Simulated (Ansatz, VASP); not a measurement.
# HfS2 in VASP and in Ansatz

Contents of POSCAR:

```
HfS2
1.0
    3.7029018777      0.0000000000      0.0000000000
   -1.8514509388      3.2068070938      0.0000000000
    0.0000000000      0.0000000000      5.8195745691
Hf S
1 2
Direct
    0.0000000000      0.0000000000      0.0000000000
    0.3333333333      0.6666666667      0.2414297316
    0.6666666667      0.3333333333      0.7585702684
```

INCAR.step1

```
PREC = Accurate
ENCUT = 550
ISMEAR = 0
SIGMA = 0.01
LREAL = F
LASPH = T
NELM = 120
NBANDS = 18
GGA = PE
ALGO = Normal
EDIFF = 1E-5
LWAVE = T
LCHARG = F
GGA_COMPAT = F
```

Contents of INCAR.step2:

```
PREC = Accurate
ENCUT = 550
EDIFF = 1E-6
ISMEAR = 0
SIGMA = 0.01
LREAL = F
LASPH = T
NELM = 120
ALGO = Normal
ISIF = 2
LWAVE = F
LCHARG = F
METAGGA = R2SCAN
LMIXTAU = T
NBANDS = 18
ISTART = 1
GGA_COMPAT = F
```

File KPOINTS:

```
Automatic mesh
0
Gamma
  12 12 4
```

Input for Ansatz:

```yaml
crystal:
  lattice:
    - [3.7029018777, 0.0, 0.0]
    - [-1.8514509388, 3.2068070938, 0.0]
    - [0.0, 0.0, 5.8195745691]
  atoms:
    - { symbol: Hf, position: [0.0, 0.0, 0.0] }
    - { symbol: S, position: [0.3333333333, 0.6666666667, 0.2414297316] }
    - { symbol: S, position: [0.6666666667, 0.3333333333, 0.7585702684] }
kpoints:
  mp_grid: { grid: [12, 12, 4] }
  band_path:
    path:
      - [0.0, 0.0, 0.0]
      - [0.5, 0.0, 0.0]
      - [0.3333333333, 0.3333333333, 0.0]
      - [0.0, 0.0, 0.5]
      - [0.5, 0.0, 0.5]
      - [0.3333333333, 0.3333333333, 0.5]
      - [0.0, 0.25, 0.25]
      - [-0.078125, 0.036458, 0.0]
      - [0.0, 0.5, 0.5]
    npoints: 1
hamiltonian:
  xc: r2scan
scf:
  occupations: { method: fixed }
  n_extra_bands: 4
output:
  forces: true
  stress: true
  eigenvalues: true
```

Change from the starting cell: epitaxial_xy strain +2.0%.

Alike in both runs: task single point; functional r2SCAN; k mesh 12 × 12 × 4; no spin polarisation.

```csv
,VASP,Ansatz
version,VASP 6.6.1,Ansatz 0.2.0
potentials or method,"VASP PAW PBE potentials, release 64 (Hf_pv, S)","plane waves, PAW"
plane-wave cutoff (eV),550,500
occupations,"gaussian, width 0.01 eV",fixed
valence electrons in the cell,22,38
```

```csv
,VASP,Ansatz,Ansatz less VASP
gap on the k mesh at the Fermi level (eV),1.46,1.44,-0.019
pressure (GPa),-2.0,-1.3,+0.72
"traceless stress, the component that is largest in VASP (GPa)",2.36,2.22,-0.146
rms of the force components (eV/Å),0.057,0.016,-0.0402
```

VASP's potentials were made for PBE, not for r2SCAN. Atom by atom the forces differ by 0.040 eV/Å (rms over components). VASP's potentials hold 22 valence electrons a cell and Ansatz's 38, so a difference there can come from the potentials and not from the codes.

Neither program's run includes spin-orbit coupling.
